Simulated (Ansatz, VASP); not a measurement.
One calculation of Ag, two programs

INCAR

```
SYSTEM = Ag
ALGO = Normal
EDIFF = 1E-6
ENCUT = 520
GGA = RP
ISIF = 2
ISMEAR = -1
LASPH = .True.
LCHARG = .True.
LELF = .True.
LREAL = .False.
LVHAR = .True.
LWAVE = .False.
NBANDS = 12
NELM = 100
PREC = Accurate
SIGMA = 0.1
```

File KPOINTS:

```
k-points
0
Gamma
  13 13 13
  0 0 0
```

File POSCAR:

```
Ag
1.0
    2.8003011589      0.0000000000      0.0000000000
    0.0000000000      2.8003011589      0.0000000000
    0.0000000000      0.0000000000      2.8003011589
Ag
1
Direct
    0.0000000000      0.0000000000      0.0000000000
```

Input for Ansatz:

```yaml
crystal:
  lattice:
    - [2.8003011589, 0.0, 0.0]
    - [0.0, 2.8003011589, 0.0]
    - [0.0, 0.0, 2.8003011589]
  atoms:
    - { symbol: Ag, position: [0.0, 0.0, 0.0] }
hamiltonian:
  xc: rpbe
  pseudopotentials:
    kind: paw
    azcp:
      Ag: "pseudopotentials/Ag.paw.azcp"
basis:
  ecutwfc: 420
  fft_grid_basis: typed
kpoints:
  mp_grid: { grid: [13, 13, 13], shift: [0, 0, 0] }
magnetization:
  spin_polarized: false
scf:
  occupations: { method: fermi_dirac, width: 0.1 }
  lower_state_search: "off"
output:
  stress: true
  write_density: true
  write_potential: true
  elf: true
  volumetric_format: npy
```

Alike in both runs: task single point; functional RPBE; k mesh 13 × 13 × 13; occupations fermi-dirac, width 0.1 eV; no spin polarisation.

|  | VASP | Ansatz |
| --- | --- | --- |
| version | VASP 6.6.1 | Ansatz 0.2.0 |
| potentials or method | VASP PAW PBE potentials, release 64 (Ag), cutoff 520 eV | plane waves (420 eV) with PAW, scalar-relativistic |
| valence electrons in the cell | 11 | 19 |

|  | VASP | Ansatz | Ansatz less VASP |
| --- | --- | --- | --- |
| pressure (GPa) | -0.1 | -0.1 | +0.05 |

VASP's potentials were made for PBE, not for RPBE. VASP's potentials hold 11 valence electrons a cell and Ansatz's 19, so a difference there can come from the potentials and not from the codes.
